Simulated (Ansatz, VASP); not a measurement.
# GaN: VASP beside Ansatz

The input POSCAR:

```
GaN
1.0
    3.1800000000      0.0000000000      0.0000000000
   -1.5900000000      2.7539607840      0.0000000000
    0.0000000000      0.0000000000      5.1660000000
Ga N
2 2
Direct
    0.6666666667      0.3333333333      0.5000000000
    0.3333333333      0.6666666667      0.0000000000
    0.6666666667      0.3333333333      0.8750000000
    0.3333333333      0.6666666667      0.3750000000
```

File INCAR.step1:

```
SYSTEM = GaN
PREC     = Accurate       ! precision mode
ENCUT    = 520            ! plane-wave cutoff, eV
EDIFF    = 1E-5           ! SCF threshold, eV
ISMEAR   = -1             ! smearing method
SIGMA    = 0.05           ! smearing width, eV
LREAL    = .FALSE.        ! projectors in reciprocal space
LASPH    = .TRUE.         ! aspherical terms in the spheres
NELM     = 60             ! most SCF steps
ALGO     = Normal         ! electronic algorithm
ISIF     = 2              ! what is computed and relaxed
LWAVE    = .TRUE.         ! write WAVECAR
GGA      = PE             ! functional
NBANDS   = 26             ! bands
```

The input INCAR.step2:

```
SYSTEM = GaN
PREC     = Accurate       ! precision mode
ENCUT    = 520            ! plane-wave cutoff, eV
EDIFF    = 1E-6           ! SCF threshold, eV
ISMEAR   = -1             ! smearing method
SIGMA    = 0.05           ! smearing width, eV
LREAL    = .FALSE.        ! projectors in reciprocal space
LASPH    = .TRUE.         ! aspherical terms in the spheres
NELM     = 60             ! most SCF steps
ALGO     = Normal         ! electronic algorithm
ISIF     = 2              ! what is computed and relaxed
LWAVE    = .FALSE.        ! write WAVECAR
LCHARG   = .TRUE.         ! write CHGCAR
GGA      = PS             ! functional
LHFCALC  = .TRUE.         ! exact exchange
AEXX     = 0.25           ! exact-exchange fraction
PRECFOCK = Normal       
LELF     = .TRUE.         ! ELF
LVHAR    = .TRUE.       
ISTART   = 1            
NBANDS   = 26             ! bands
```

KPOINTS

```
regular mesh
0
G
  6 6 3
  0 0 0
```

input.yaml

```yaml
crystal:
  lattice:
    - [3.18, 0.0, 0.0]
    - [-1.59, 2.753960784, 0.0]
    - [0.0, 0.0, 5.166]
  atoms:
    - { symbol: Ga, position: [0.6666666667, 0.3333333333, 0.5] }
    - { symbol: Ga, position: [0.3333333333, 0.6666666667, 0.0] }
    - { symbol: "N", position: [0.6666666667, 0.3333333333, 0.875] }
    - { symbol: "N", position: [0.3333333333, 0.6666666667, 0.375] }
hamiltonian:
  xc: { exchange: pbesol, correlation: pbesol, exx: { coeff: 0.25 } }
  pseudopotentials: { kind: paw }
kpoints:
  mp_grid: { grid: [6, 6, 3] }
  band_path:
    path:
      - [[0.0, 0.0, 0.0], [0.5, 0.0, 0.0], [0.3333333333, 0.3333333333, 0.0], [0.0, 0.0, 0.0], [0.0, 0.0, 0.5], [0.5, 0.0, 0.5], [0.3333333333, 0.3333333333, 0.5], [0.0, 0.0, 0.5]]
      - [[0.5, 0.0, 0.5], [0.5, 0.0, 0.0]]
      - [[0.3333333333, 0.3333333333, 0.0], [0.3333333333, 0.3333333333, 0.5]]
    npoints: 4
scf:
  occupations: { method: fermi_dirac, width: 0.05 }
  n_extra_bands: 10
output:
  forces: true
  stress: true
  eigenvalues: true
  fatbands: false
```

Alike in both runs: functional PBEsol-based global hybrid with a share of 0.25 of exact exchange; k mesh 6 × 6 × 3; occupations fermi-dirac, width 0.05 eV; no spin polarisation.

|  | VASP | Ansatz |
| --- | --- | --- |
| version | VASP 6.6.1 | Ansatz 0.2.0 |
| potentials or method | VASP PAW PBE potentials, release 64 (Ga_d, N) | Ansatz PAW |
| plane-wave cutoff (eV) | 520 | 420 |
| valence electrons in the cell | 36 | 36 |
| task | single point | band structure |

|  | VASP | Ansatz | Ansatz less VASP |
| --- | --- | --- | --- |
| gap on the k mesh at the Fermi level (eV) | 3.93 | 3.88 | -0.053 |
| least direct gap on the mesh (eV) | 3.93 | 3.88 | -0.053 |
| pressure (GPa) | -3.7 | -3.6 | +0.11 |
| traceless stress, the component that is largest in VASP (GPa) | 1.15 | 1.12 | -0.034 |
| rms of the force components (eV/Å) | 0.087 | 0.088 | +0.0012 |

VASP's potentials were made for PBE, not for PBEsol-based global hybrid. Atom by atom the forces differ by 0.001 eV/Å (rms over components).
